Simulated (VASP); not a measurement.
Write the native input for VASP 6.6.1 that does the following.

- Task: single point
- Functional: r2SCAN
- Potentials or basis: VASP PAW PBE potentials, release 64 (Al)
- Cutoff: 520 eV
- k mesh: 20 × 20 × 20
- Occupations: gaussian, width 0.15 eV
- Spin: no spin polarisation
- Dipole correction: no
- Further INCAR settings: ALGO = Normal; EDIFF = 1e-06; NBANDS = 8

Crystal: Al.

```
CELL_PARAMETERS angstrom
-1.59122 1.59122 1.56735
1.59122 -1.59122 1.56735
1.59122 1.59122 -1.56735
ATOMIC_POSITIONS crystal
Al 0.00000 0.00000 0.00000
```

This cell differs from its parent crystal: strain +0.000 along x and y, -0.015 along z.

These files were run (other wordings do the same):

POSCAR

```
Al
1.0
   -1.5912186900      1.5912186900      1.5673504096
    1.5912186900     -1.5912186900      1.5673504096
    1.5912186900      1.5912186900     -1.5673504096
Al
1
Direct
    0.0000000000      0.0000000000      0.0000000000
```

INCAR.step1

```
SYSTEM = Al
ALGO = Normal ; EDIFF = 1E-4
ENCUT = 520 ; GGA = PE
ISMEAR = 0 ; LASPH = .True.
LCHARG = .False. ; LREAL = .False.
LWAVE = .True. ; NBANDS = 8
NELM = 80 ; PREC = Accurate
SIGMA = 0.15
```

INCAR.step2

```
SYSTEM = Al
ALGO = Normal ; EDIFF = 1E-6
ENCUT = 520 ; ISIF = 2
ISMEAR = 0 ; ISTART = 1
LASPH = .True. ; LCHARG = .True.
LELF = .True. ; LMIXTAU = .True.
LREAL = .False. ; LVHAR = .True.
LWAVE = .False. ; METAGGA = R2SCAN
NBANDS = 8 ; NELM = 80
PREC = Accurate ; SIGMA = 0.15
```

KPOINTS

```
k-points
0
Gamma
  20 20 20
  0 0 0
```

Potentials or basis: VASP PAW PBE potentials, release 64 (Al).

Launch:

```sh
$ cat potpaw_PBE.64/Al/POTCAR > POTCAR
$ cp INCAR.step1 INCAR
$ mpirun -np 1 vasp_std > vasp.out
$ cp INCAR.step2 INCAR
$ mpirun -np 1 vasp_std > vasp.out
```

It gave:

| Property | Result |
| --- | --- |
| Pressure | 1.5 GPa |

Caveat: the cell differs from its parent crystal (strain +0.000 along x and y, -0.015 along z); the PAW data sets were made with another functional, which shifts forces and pressure a little.

Run time: 2.4 min on 1 thread of Intel(R) Xeon(R) Platinum 8488C (Sapphire Rapids), on a shared host, peak memory 0.18 GiB.
